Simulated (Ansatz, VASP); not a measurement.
## C: VASP beside Ansatz

```
CELL_PARAMETERS angstrom
1.79063 0.00000 0.00000
0.00000 1.79063 0.00000
0.00000 0.00000 5.14101
ATOMIC_POSITIONS crystal
C 0.00000 0.00000 0.85405
C 0.00000 0.00000 0.14595
```

Alike in both runs: task single point; functional PBE; k mesh 10 × 10 × 4; occupations gaussian, width 0.1 eV; collinear spin.

|  | VASP | Ansatz |
| --- | --- | --- |
| version | VASP 6.6.1 | Ansatz 0.2.0 |
| potentials or method | VASP PAW PBE potentials, release 64 (C), cutoff 520 eV | scalar-relativistic, plane waves, PAW |
| valence electrons in the cell | 8 | 8 |

```tsv
	VASP	Ansatz	Ansatz less VASP
gap on the k mesh at the Fermi level (eV)	none	none	-
pressure (GPa)	0.5	0.0	-0.43
traceless stress, the component that is largest in VASP (GPa)	0.85	0.39	-0.462
rms of the force components (eV/Å)	0.044	0.004	-0.0408
net moment per atom (μB)	0.00	0.00	0.000
```

Atom by atom the forces differ by 0.041 eV/Å (rms over components). A gap of «none» marks a metal or a gap that the smearing closes. Ansatz's warnings: seeded moment not kept.
